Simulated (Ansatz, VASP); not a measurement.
## BaO: VASP beside Ansatz

File INCAR:

```
SYSTEM = BaO
  PREC = Accurate
  ENCUT = 600
  EDIFF = 1E-6
  ISMEAR = -1
  SIGMA = 0.02
  LREAL = .FALSE.
  LASPH = .TRUE.
  NELM = 120
  ALGO = Normal
  ISIF = 2
  LWAVE = .FALSE.
  LCHARG = .TRUE.
  GGA = PE
  LELF = .TRUE.
  LVHAR = .TRUE.
  NBANDS = 15
  GGA_COMPAT = .FALSE.
```

KPOINTS

```
regular mesh
0
G
  8 8 8
  0 0 0
```

File POSCAR:

```
BaO
1.0
    0.0000000000      2.6950000000      2.7500000000
    2.6950000000      0.0000000000      2.7500000000
    2.6950000000      2.6950000000      0.0000000000
Ba O
1 1
Direct
    0.0000000000      0.0000000000      0.0000000000
    0.5000000000      0.5000000000      0.5000000000
```

Input for Ansatz:

```yaml
crystal:
  lattice:
    - [0.0, 2.695, 2.75]
    - [2.695, 0.0, 2.75]
    - [2.695, 2.695, 0.0]
  atoms:
    - { symbol: Ba, position: [0.0, 0.0, 0.0] }
    - { symbol: O, position: [0.5, 0.5, 0.5] }
kpoints:
  mp_grid: { grid: [8, 8, 8] }
  band_path:
    path:
      - [0.0, 0.0, 0.0]
      - [0.0, 0.5, 0.5]
      - [0.25, 0.75, 0.5]
      - [0.0, 0.5, 0.0]
      - [0.0, 0.0, 0.0]
      - [0.5, 0.5, 0.0]
      - [0.37005, 0.62995, 0.0]
      - [-0.37005, 0.37005, 0.0]
      - [0.0, 0.0, 0.0]
    npoints: 5
scf:
  occupations: { method: fermi_dirac, width: 0.02 }
hamiltonian:
  xc: pbe
  pseudopotentials: { kind: all_electron, lapw: { basis_error: 0.0005 } }
output:
  forces: true
  stress: true
  eigenvalues: true
```

Change from the starting cell: equal xx and yy strain of -2 %.

Alike in both runs: task single point; functional PBE; k mesh 8 × 8 × 8; occupations fermi-dirac, width 0.02 eV; no spin polarisation.

```csv
,VASP,Ansatz
version,VASP 6.6.1,Ansatz 0.2.0
potentials or method,"VASP PAW PBE potentials, release 64 (Ba_sv, O), cutoff 600 eV","all-electron LAPW, scalar-relativistic"
```

Ansatz gave:

```
gap on the k mesh at the Fermi level (eV)                     : 1.75
pressure (GPa)                                                : 6.7
traceless stress, the component that is largest in VASP (GPa) : -1.50
```

Question: Estimate VASP's values.

Answer: gap on the k mesh at the Fermi level (eV): 1.67; pressure (GPa): 8.9; traceless stress, the component that is largest in VASP (GPa): -1.88.

Ansatz ran all-electron here, and VASP with PAW potentials.

Neither program's run includes spin-orbit coupling.
